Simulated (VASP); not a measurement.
Crystal: Re.

```
Re
1.0
     2.76080    0.00000    0.00000
    -1.38040    2.39092    0.00000
     0.00000    0.00000    4.45820
Re
2
Direct
  0.31729 0.66225 0.27095
  0.66033 0.32992 0.75463
```

| Item | Value |
| --- | --- |
| Program | VASP 6.6.1 |
| Task | relaxation of cell and atoms |
| Functional | LDA |
| Potentials or basis | VASP PAW LDA potentials, release 64 (Re_sv_GW) |
| Cutoff | 500 eV |
| k mesh | 9 × 9 × 5 |
| Occupations | fermi-dirac, width 0.05 eV |
| Spin | no spin polarisation |

At the start: pressure -10.2 GPa; volume 14.71 Å³/atom.

Question: Where does the relaxation end?

Answer: Over 16 steps the energy falls by 20.8 meV/atom and the volume is 14.30 Å³/atom (-2.8 %); space group P-3m1 (No. 164, to 0.1 Å) before, P6_3/mmc (No. 194, to 0.1 Å).

The path:
```
step  energy change (eV)  largest force (eV/Å)  pressure (GPa)  volume (Å³)
   1              0.0000                0.3158          -10.16        29.43
   2              0.4607                0.6219           58.57        25.63
   3             -0.0268                0.4090           -0.01        28.66
   4             -0.0268                0.4129            0.45        28.63
   5             -0.0376                0.2080            0.48        28.59
   6             -0.0403                0.0451            0.84        28.55
   7             -0.0386                0.0384           -3.31        28.84
   8             -0.0413                0.0238           -0.74        28.66
   9             -0.0408                0.0272            1.35        28.51
  10             -0.0416                0.0213            0.00        28.60
  11             -0.0416                0.0214            0.02        28.60
  12             -0.0416                0.0147            0.05        28.60
  13             -0.0416                0.0160            0.05        28.60
  14             -0.0416                0.0083           -0.14        28.61
  15             -0.0416                0.0076           -0.13        28.62
  16             -0.0417                0.0026            0.02        28.60
```

Final structure:
```
Re
1.0
     2.73869    0.00034    0.00013
    -1.36905    2.37153   -0.00010
     0.00016   -0.00007    4.40379
Re
2
Direct
  0.32199 0.66271 0.26277
  0.65563 0.32945 0.76281
```
